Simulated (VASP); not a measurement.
# Ni (Fm-3m) in VASP: a series of runs

The runs below take Ni through single point, with LDA.

All numbers are computed with VASP 6.6.1; they aren't measurements. Logs are shortened: lines on timing, memory, paths and dates and some standing lists are left out, and cuts for length are marked.

## 1. The cell of the first run

Symmetry: Fm-3m, No. 225, cubic system. Conventional cell: a = 3.425 Å, b = 3.425 Å, c = 3.425 Å, α = 90.00°, β = 90.00°, γ = 90.00°. Within 3.2 Å of Ni (site symmetry m-3m) lie 12 Ni at 2.42 Å.

## 2. Single point, LDA, collinear spin, ferromagnetic start

Contents of INCAR:

```
ALGO = Normal
EDIFF = 1E-6
ENCUT = 520
ISIF = 2
ISMEAR = 0
ISPIN = 2
LASPH = T
LCHARG = F
LMAXMIX = 4
LORBIT = 11
LREAL = F
LWAVE = F
MAGMOM = 0.607
NBANDS = 15
NELM = 150
PREC = Accurate
SIGMA = 0.6
```

Contents of KPOINTS:

```
k-points
0
Gamma
  16 16 16
```

Contents of POSCAR:

```
Ni
1.0
    0.0000000000      1.7124646296      1.7124646296
    1.7124646296      0.0000000000      1.7124646296
    1.7124646296      1.7124646296      0.0000000000
Ni
1
Direct
    0.0000000000      0.0000000000      0.0000000000
```

Potentials or basis: VASP PAW LDA potentials, release 64 (Ni).

Run with:

```
$ cat potpaw_LDA.64/Ni/POTCAR > POTCAR
$ mpirun -np 1 vasp_std > vasp.out
```

OUTCAR:

```text
EDIFF = 1E-6
   ENCUT = 520
   ISIF = 2
   ISMEAR = 0
   ISPIN = 2
   LASPH = T
   LORBIT = 11
   LREAL = F
   NELM = 150
   PREC = Accurate

 ion  position               nearest neighbor table
   1  0.000  0.000  0.000-

  LATTYP: Found a face centered cubic cell.
 ALAT       =     3.4249292592

  Lattice vectors:

 A1 = (   0.0000000000,   1.7124646296,   1.7124646296)
 A2 = (   1.7124646296,   0.0000000000,   1.7124646296)
 A3 = (   1.7124646296,   1.7124646296,   0.0000000000)

Analysis of symmetry for initial positions (statically):
=====================================================================
 Subroutine PRICEL returns:
 Original cell was already a primitive cell.

 Routine SETGRP: Setting up the symmetry group for a
 face centered cubic supercell.

 Subroutine GETGRP returns: Found 48 space group operations
 (whereof 48 operations were pure point group operations)
 out of a pool of 48 trial point group operations.

The static configuration has the point symmetry O_h .

Analysis of symmetry for dynamics (positions and initial velocities):
=====================================================================
 Subroutine PRICEL returns:
 Original cell was already a primitive cell.

 Routine SETGRP: Setting up the symmetry group for a
 face centered cubic supercell.

 Subroutine GETGRP returns: Found 48 space group operations
 (whereof 48 operations were pure point group operations)
 out of a pool of 48 trial point group operations.

The dynamic configuration has the point symmetry O_h .

Analysis of structural, dynamic, and magnetic symmetry:
=====================================================================
 Subroutine PRICEL returns:
 Original cell was already a primitive cell.

 Routine SETGRP: Setting up the symmetry group for a
 face centered cubic supercell.

 Subroutine GETGRP returns: Found 48 space group operations
 (whereof 48 operations were pure point group operations)
 out of a pool of 48 trial point group operations.

The overall configuration has the point symmetry O_h .

 Subroutine INISYM returns: Found 48 space group operations
 (whereof 48 operations are pure point group operations),
 and found     1 'primitive' translations

----------------------------------------------------------------------------------------

                                     Primitive cell

  volume of cell :      10.0437

  direct lattice vectors                    reciprocal lattice vectors
     0.000000000  1.712464630  1.712464630    -0.291976833  0.291976833  0.291976833
     1.712464630  0.000000000  1.712464630     0.291976833 -0.291976833  0.291976833
     1.712464630  1.712464630  0.000000000     0.291976833  0.291976833 -0.291976833

  length of vectors
     2.421790704  2.421790704  2.421790704     0.505718710  0.505718710  0.505718710

  position of ions in fractional coordinates (direct lattice)
     0.000000000  0.000000000  0.000000000

  ion indices of the primitive-cell ions
   primitive index   ion index
                 1           1

----------------------------------------------------------------------------------------

 KPOINTS: k-points

Automatic generation of k-mesh.
 Grid dimensions read from file:
 generate k-points for:   16   16   16

 Generating k-lattice:

  Cartesian coordinates                     Fractional coordinates (reciprocal lattice)
    -0.018248552  0.018248552  0.018248552     0.062500000  0.000000000  0.000000000
     0.018248552 -0.018248552  0.018248552     0.000000000  0.062500000  0.000000000
     0.018248552  0.018248552 -0.018248552     0.000000000  0.000000000  0.062500000

  Length of vectors
     0.031607419  0.031607419  0.031607419

  Shift w.r.t. Gamma in fractional coordinates (k-lattice)
     0.000000000  0.000000000  0.000000000

 Subroutine IBZKPT returns following result:
 ===========================================

 Found    145 irreducible k-points:

 Following reciprocal coordinates:
            Coordinates               Weight
  0.000000  0.000000  0.000000      1.000000
  0.062500  0.000000  0.000000      8.000000
  0.125000  0.000000  0.000000      8.000000
  0.187500  0.000000  0.000000      8.000000
  0.250000  0.000000  0.000000      8.000000
  0.312500  0.000000  0.000000      8.000000
[... 16 lines left out ...]
 -0.125000  0.062500  0.000000     24.000000
 -0.062500  0.062500  0.000000     12.000000
 [... further k-points ...]
   k-points           NKPTS =    145   k-points in BZ     NKDIM =    145   number of bands    NBANDS=     15
   number of dos      NEDOS =    301   number of ions     NIONS =      1
   total plane-waves  NPLWV =   5832
   dimension x,y,z NGX =    18 NGY =   18 NGZ =   18
   dimension x,y,z NGXF=    36 NGYF=   36 NGZF=   36
   ions per type =               1
   NGX,Y,Z   is equivalent  to a cutoff of  12.36, 12.36, 12.36 a.u.
   NGXF,Y,Z  is equivalent  to a cutoff of  24.71, 24.71, 24.71 a.u.
 SYSTEM =  unknown system
   PREC   = accura    normal or accurate (medium, high low for compatibility)
   ISTART =      0    job   : 0-new  1-cont  2-samecut
   ICHARG =      2    charge: 1-file 2-atom 10-const
   ISPIN  =      2    spin polarized calculation?
   LNONCOLLINEAR =      F non collinear calculations
   LSORBIT =      F    spin-orbit coupling
   LASPH  =      T    aspherical Exc in radial PAW
   ENCUT  =  520.0 eV  38.22 Ry    6.18 a.u.   4.50  4.50  4.50*2*pi/ulx,y,z
   NELM   =    150;   NELMIN=  2; NELMDL= -5     # of ELM steps
   EDIFF  = 0.1E-05   stopping-criterion for ELM
   LREAL  =      F    real-space projection
   EDIFFG = 0.1E-04   stopping-criterion for IOM
   NSW    =      0    number of steps for IOM
   IBRION =     -1    ionic relax: 0-MD 1-quasi-New 2-CG
   NFREE  =      0    steps in history (QN), initial steepest desc. (CG)
   ISIF   =      2    stress and relaxation
   ISYM   =      2    0-nonsym 1-usesym 2-fastsym
   POTIM  = 0.5000    time-step for ionic-motion
   TEBEG  =    0.0;   TEEND  =   0.0 temperature during run
   PSTRESS=    0.0 pullay stress
   NELECT =      10.0000    total number of electrons
   NUPDOWN=      -1.0000    fix difference up-down
   EMIN   =  10.00;   EMAX   =-10.00  energy-range for DOS
   EFERMI =   0.00;   METHOD = LEGACY
   ISMEAR =     0;   SIGMA  =   0.60  broadening in eV -4-tet -1-fermi 0-gaus
   EFERMI_NEDOS =   21; number of points for ismear=-14 and -15
   IALGO  =     38    algorithm
   IMIX   =      4    mixing-type and parameters
     AMIX     =   0.40;   BMIX     =  1.00
     AMIX_MAG =   1.60;   BMIX_MAG =  1.00
  volume/ion in A,a.u.               =      10.04        67.78
  Fermi-wavevector in a.u.,A,eV,Ry     =   1.634719  3.089172 36.358952  2.672308
  Thomas-Fermi vector in A             =   2.726312
   LORBIT       =     11    0 simple, 1 ext, 2 COOP (PROOUT), +10 PAW based schemes
   GGA     = CA    functional components
   LHFCALC =     F    Hartree Fock is set to
   AEXX    =    0.0000 exact exchange contribution
   IVDW    =     0    specifies the selected vdW correction
   LEPSILON=     F    determine dielectric tensor
   LRPA    =     F    only Hartree local field effects (RPA)
 spin polarized calculation
 Gauss-broadening in eV      SIGMA  =   0.60
  energy-cutoff  :      520.00
  volume of cell :       10.04
 maximum number of plane-waves:       290
 NGX is ok and might be reduce to    18
   NGX =  9   NGY =  9   NGZ =  9

 number of electron      10.0000000 magnetization       0.6070000

 number of electron       9.9999990 magnetization      -0.0012230

 number of electron       9.9999990 magnetization       0.0025668

 Free energy of the ion-electron system (eV)
  ---------------------------------------------------
  ext. energy  EPLUGINS =         0.00000000
  ---------------------------------------------------
  free energy    TOTEN  =        -6.73751009 eV

  energy without entropy =       -6.43519032  energy(sigma->0) =       -6.58635020

 E-fermi :  10.2053     XC(G=0): -14.0944

 val. band max:       10.2038057467   @ k =  -0.3750   0.4375   0.1250
 cond. band min:      10.2070042030   @ k =  -0.4375   0.4375   0.0625
 fundamental gap:      0.0031984562
 Fermi energy:        10.2052883867

 spin component 1

 k-point     1 :       0.0000    0.0000    0.0000
  band No.  band energies     occupation
      1       0.6862      1.00000
      2       7.9642      1.00000
      3       7.9642      1.00000
      4       7.9642      1.00000
      5       9.2249      0.98958
      6       9.2249      0.98958
      7      34.6609      0.00000
      8      39.0811      0.00000
      9      39.0811      0.00000
     10      39.0811      0.00000
     11      42.4075      0.00000
     12      42.4075      0.00000
     13      42.4075      0.00000
     14      45.2747      0.00000
     15      52.3171      0.00000
[... 397 lines left out ...]
 k-point    24 :      -0.0625    0.0625    0.0000
  band No.  band energies     occupation
      1       1.1161      1.00000
      2       7.8304      1.00000
      3       8.0605      1.00000
      4       8.0796      1.00000
      5       9.1255      0.99454
      6       9.2423      0.98839
      7      33.5109      0.00000
      8      35.4456      0.00000
      9      37.7306      0.00000
     10      39.6907      0.00000
     11      42.4777      0.00000
     12      42.5661      0.00000
     13      45.5083      0.00000
     14      48.2518      0.00000
     15      48.3997      0.00000

 [... further k-points ...]

 spin component 2

 k-point     1 :       0.0000    0.0000    0.0000
  band No.  band energies     occupation
      1       0.6865      1.00000
      2       7.9666      1.00000
      3       7.9666      1.00000
      4       7.9666      1.00000
      5       9.2272      0.98943
      6       9.2272      0.98943
      7      34.6610      0.00000
      8      39.0815      0.00000
      9      39.0815      0.00000
     10      39.0815      0.00000
     11      42.4083      0.00000
     12      42.4083      0.00000
     13      42.4083      0.00000
     14      45.2749      0.00000
     15      52.3179      0.00000
[... 397 lines left out ...]
 k-point    24 :      -0.0625    0.0625    0.0000
  band No.  band energies     occupation
      1       1.1164      1.00000
      2       7.8327      1.00000
      3       8.0628      1.00000
      4       8.0819      1.00000
      5       9.1279      0.99445
      6       9.2446      0.98822
      7      33.5113      0.00000
      8      35.4461      0.00000
      9      37.7309      0.00000
     10      39.6911      0.00000
     11      42.4782      0.00000
     12      42.5669      0.00000
     13      45.5088      0.00000
     14      48.2526      0.00000
     15      48.4001      0.00000

 [... further k-points ...]
[... 5 lines left out ...]
  --------------------------------------------------------------------------------------
  -------------------------------------------------------------------------------------
  Total        0.0472679      0.0472679      0.0472679      0.0000000      0.0000000      0.0000000
  in kB        7.5401790      7.5401790      7.5401790      0.0000000      0.0000000      0.0000000
  external PRESSURE =       7.5401790 kB  Pullay stress =       0.0000000 kB

 VOLUME and BASIS-vectors are now :
 -----------------------------------------------------------------------------
  energy-cutoff  :      520.00
  volume of cell :       10.04
      direct lattice vectors                 reciprocal lattice vectors
     0.000000000  1.712464630  1.712464630    -0.291976833  0.291976833  0.291976833
     1.712464630  0.000000000  1.712464630     0.291976833 -0.291976833  0.291976833
     1.712464630  1.712464630  0.000000000     0.291976833  0.291976833 -0.291976833

 POSITION                                       TOTAL-FORCE (eV/Angst)
 -----------------------------------------------------------------------------------
      0.00000      0.00000      0.00000         0.000000     -0.000000      0.000000
 -----------------------------------------------------------------------------------
    total drift:                                0.000000     -0.000000      0.000000

  FREE ENERGIE OF THE ION-ELECTRON SYSTEM (eV)
  ---------------------------------------------------
  free  energy   TOTEN  =        -6.7375100893 eV

  energy  without entropy=       -6.4351903172  energy(sigma->0) =       -6.58635020

 total charge

# of ion       s       p       d       tot
------------------------------------------
    1        0.535   0.571   8.367   9.474

 magnetization (x)

# of ion       s       p       d       tot
------------------------------------------
    1       -0.000  -0.000   0.002   0.002
```

Wall time 44 s (1 thread of Intel Xeon Platinum 8488C (Sapphire Rapids), shared host); peak memory 0.14 GiB.

What came out:

```
Free energy                                           : -6.7375 eV
Pressure                                              : 0.8 GPa
Band gap on the k mesh                                : zero (filled and empty bands overlap)
Net moment                                            : 0.00 μB per cell
Valence electrons inside the program's atomic spheres : Ni 9.47
```

(Continued in part 2 of 2.)
